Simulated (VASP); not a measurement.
# Ti6C: relaxation of the atoms with PBE

The system is Ti6C, a slab with vacuum.

```xyz
7
Lattice="2.8320 0.0000 0.0000 0.0000 4.5793 0.0000 0.0000 0.0000 22.0507" Properties=species:S:1:pos:R:3 pbc="T T T"
Ti    1.4160    0.0000    4.0000
Ti    0.0000    2.2897    5.3219
Ti    1.4160    0.0000    6.6439
Ti    1.4160    2.2897    7.9952
Ti    0.0000    0.0000    9.2793
Ti    1.4160    2.2897   10.5507
C     2.8320    2.7476   11.8907
```

```
Program                   : VASP 6.6.1
Task                      : relaxation of the atoms
Functional                : PBE
Potentials or basis       : VASP PAW PBE potentials, release 64 (Ti_sv, C)
Cutoff                    : 520 eV
k mesh                    : 9 × 6 × 1
Occupations               : gaussian, width 0.1 eV
Spin                      : no spin polarisation
Dipole correction         : yes
Atoms held fixed (from 0) : [0, 1, 2, 3, 4, 5, 6]
Further INCAR settings    : ALGO = Normal; EDIFF = 1e-07; NELMDL = -8; IBRION = 2; EDIFFG = -0.025; NSW = 36
```

The energy gained by relaxing is 36.9 meV/atom, the ionic steps are 5 and the band gap on the k mesh is zero (bands 38 and 39 overlap by 0.10 eV).

The path:
| step | energy change (eV) | largest force on free atoms (eV/Å) | pressure (GPa) |
| --- | --- | --- | --- |
| 1 | 0.0000 | 1.9357 | -1.48 |
| 2 | -0.1628 | 1.4404 | -0.94 |
| 3 | -0.2577 | 0.1509 | -0.10 |
| 4 | -0.2584 | 0.0438 | 0.01 |
| 5 | -0.2584 | 0.0221 | -0.03 |

Final structure:
```yaml
crystal:
  lattice:
    - [2.83197, 0.00000, 0.00000]
    - [0.00000, 4.57935, 0.00000]
    - [0.00000, 0.00000, 22.05069]
  atoms:
    - { symbol: Ti, position: [0.50000, 0.00000, 0.18140] }
    - { symbol: Ti, position: [0.00000, 0.50000, 0.24135] }
    - { symbol: Ti, position: [0.50000, 0.00000, 0.30130] }
    - { symbol: Ti, position: [0.50000, 0.50000, 0.36258] }
    - { symbol: Ti, position: [0.00000, 0.00000, 0.42082] }
    - { symbol: Ti, position: [0.50000, 0.50000, 0.47847] }
    - { symbol: C, position: [0.00000, 0.60000, 0.52962] }
```

Levels at points of the mesh, in eV from the Fermi level:
| k point | band 35 | band 36 | band 37 | band 38 | band 39 | band 40 | band 41 | band 42 |
| --- | --- | --- | --- | --- | --- | --- | --- | --- |
| (0.00, 0.00, 0.00) | -0.64 | -0.56 | -0.48 | -0.18 | 0.06 | 0.22 | 0.38 | 0.52 |
| (0.00, 0.50, 0.00) | -0.52 | -0.47 | -0.31 | -0.25 | 0.13 | 0.26 | 0.37 | 0.48 |

Wall time 10 min on 4 MPI ranks on AMD EPYC 7R13 Processor (Zen 3), on a shared host, peak memory 0.49 GiB a rank.
